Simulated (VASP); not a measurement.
Here is a VASP 6.6.1 calculation.

The input INCAR:

```
ALGO = Fast
EDIFF = 1E-6
ENCUT = 520
GGA = PE
ISIF = 2
ISMEAR = 0
LASPH = True
LCHARG = False
LREAL = False
LWAVE = False
NBANDS = 22
NELM = 60
PREC = Accurate
SIGMA = 0.1
```

KPOINTS

```
k-points
0
Gamma
  10 10 10
```

POSCAR

```
InHgSe
1.0
    3.1272939547     -3.1303434703      0.0000000000
    3.1272939547      3.1303434703      0.0000000000
    0.0000000000      0.0000000000      5.2050726476
In Hg Se
1 1 1
Direct
    0.0000000000      0.0000000000      0.5000000000
    0.5000000000      0.5000000000      0.5000000000
    0.5000000000      0.5000000000      0.0000000000
```

Potentials or basis: VASP PAW PBE potentials, release 64 (In_d, Hg, Se).

The run is started by

```console
$ cat potpaw_PBE.64/In_d/POTCAR potpaw_PBE.64/Hg/POTCAR potpaw_PBE.64/Se/POTCAR > POTCAR
$ mpirun -np 1 vasp_std > vasp.out
```

Question: What does it give for the band gap on the k mesh?

Answer: Zero (an odd number of electrons rules out a gap without spin polarisation).

Question: What does it give for the pressure?

Answer: 0.1 GPa.

Stress tensor (GPa, compression positive):
```
 0.01  0.00  0.00
 0.00 -0.01  0.00
 0.00  0.00  0.33
```

Caveat: spin-orbit coupling is left out, which moves the levels of the heavy elements.
